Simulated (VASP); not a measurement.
**Hf: relaxation of cell and atoms with PBE**

Hf:

```
Hf
1.0
     5.01956    0.00000    0.00000
    -2.50978    4.34706    0.00000
     0.00000    0.00000    3.07699
Hf
3
Cartesian
  0.0000 0.0000 0.0000
  0.0000 2.8980 1.5385
  2.5098 1.4490 1.5385
```

| Item | Value |
| --- | --- |
| Program | VASP 6.6.1 |
| Task | relaxation of cell and atoms |
| Functional | PBE |
| Potentials or basis | VASP PAW PBE potentials, release 64 (Hf_pv) |
| Cutoff | 600 eV |
| k mesh | 7 × 7 × 10 |
| Occupations | fermi-dirac, width 0.1 eV |
| Spin | no spin polarisation |
| Dipole correction | no |
| Further INCAR settings | ALGO = Normal; EDIFF = 1e-06; IBRION = 2; EDIFFG = -0.01; NSW = 80; ISIF = 3 |

```json
{
  "Relaxed volume": "22.24 Å³/atom",
  "Relaxed cell": "a = 4.986 Å, b = 4.986 Å, c = 3.099 Å, α = 90.00°, β = 90.00°, γ = 120.00°",
  "Space group after relaxing (to 0.05 Å)": "P6/mmm (No. 191)",
  "Energy gained by relaxing": "1.9 meV/atom",
  "Ionic steps": "5",
  "Pressure after relaxing": "0.0 GPa",
  "Band gap on the k mesh": "zero (band 15 reaches 5.15 eV, above the bottom of band 16 at 4.16 eV)"
}
```

The path:
| step | energy change (eV) | largest force (eV/Å) | pressure (GPa) | volume (Å³) |
| --- | --- | --- | --- | --- |
| 1 | 0.0000 | 0.0000 | -0.63 | 67.14 |
| 2 | -0.0044 | 0.0000 | 0.72 | 66.28 |
| 3 | -0.0056 | 0.0000 | 0.28 | 66.55 |
| 4 | -0.0057 | 0.0000 | -0.22 | 66.86 |
| 5 | -0.0058 | 0.0000 | -0.02 | 66.72 |

Final structure:
```
Hf
1.0
     4.98648    0.00000    0.00000
    -2.49324    4.31842    0.00000
     0.00000    0.00000    3.09852
Hf
3
Direct
  0.00000 0.00000 0.00000
  0.33333 0.66667 0.50000
  0.66667 0.33333 0.50000
```

Levels at points of the mesh, in eV from the Fermi level:
| k point | band 11 | band 12 | band 13 | band 14 | band 15 | band 16 | band 17 | band 18 | band 19 |
| --- | --- | --- | --- | --- | --- | --- | --- | --- | --- |
| (0.00, 0.00, 0.00) | -2.46 | -0.63 | -0.63 | -0.62 | -0.60 | -0.60 | 1.12 | 2.14 | 2.14 |
| (0.00, 0.00, 0.50) | -2.47 | -2.47 | -2.19 | -1.85 | -1.85 | 1.39 | 1.39 | 2.00 | 2.00 |

Wall time 2.2 min on 1 thread of Intel(R) Xeon(R) Platinum 8488C (Sapphire Rapids), with other jobs on the host, peak memory 0.24 GiB.

Caveat: spin-orbit coupling is left out, which moves the levels of the heavy elements.
